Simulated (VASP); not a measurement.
Crystal: Mg.

```
Mg
1.0
     3.20927    0.00000    0.00000
    -1.60464    2.77931    0.00000
     0.00000    0.00000    5.21033
Mg
2
Direct
  0.33333 0.66667 0.25000
  0.66667 0.33333 0.75000
```

```yaml
Program: VASP 6.6.1
Task: relaxation of cell and atoms
Functional: PBE
Dispersion: D3(BJ)
Potentials_or_basis: VASP PAW PBE potentials, release 64 (Mg)
Cutoff: 600 eV
k_mesh: 15 × 15 × 8
Occupations: gaussian, width 0.1 eV
Spin: no spin polarisation
```

At the start: pressure -2.5 GPa; volume 23.24 Å³/atom.

Q: How do energy, volume and symmetry change on relaxing?

A: Over 6 steps the energy falls by 13.8 meV/atom and the volume is 21.63 Å³/atom (-6.9 %); space group P6_3/mmc (No. 194, to 0.05 Å).

Step by step:
| step | energy change (eV) | largest force (eV/Å) | pressure (GPa) | volume (Å³) |
| --- | --- | --- | --- | --- |
| 1 | 0.0000 | 0.0000 | -2.50 | 46.47 |
| 2 | -0.0254 | 0.0000 | -0.72 | 44.07 |
| 3 | -0.0273 | 0.0000 | -0.02 | 43.29 |
| 4 | -0.0274 | 0.0000 | 0.04 | 43.23 |
| 5 | -0.0275 | 0.0000 | 0.03 | 43.24 |
| 6 | -0.0276 | 0.0000 | 0.02 | 43.25 |

Final structure:
```xyz
2
Lattice="3.1471 0.0000 0.0000 -1.5736 2.7255 0.0000 0.0000 0.0000 5.0424" Properties=species:S:1:pos:R:3 pbc="T T T"
Mg    0.0000    1.8170    1.2606
Mg    1.5736    0.9085    3.7818
```

Caveat: pairwise dispersion overbinds metals, which lowers pressure and volume.
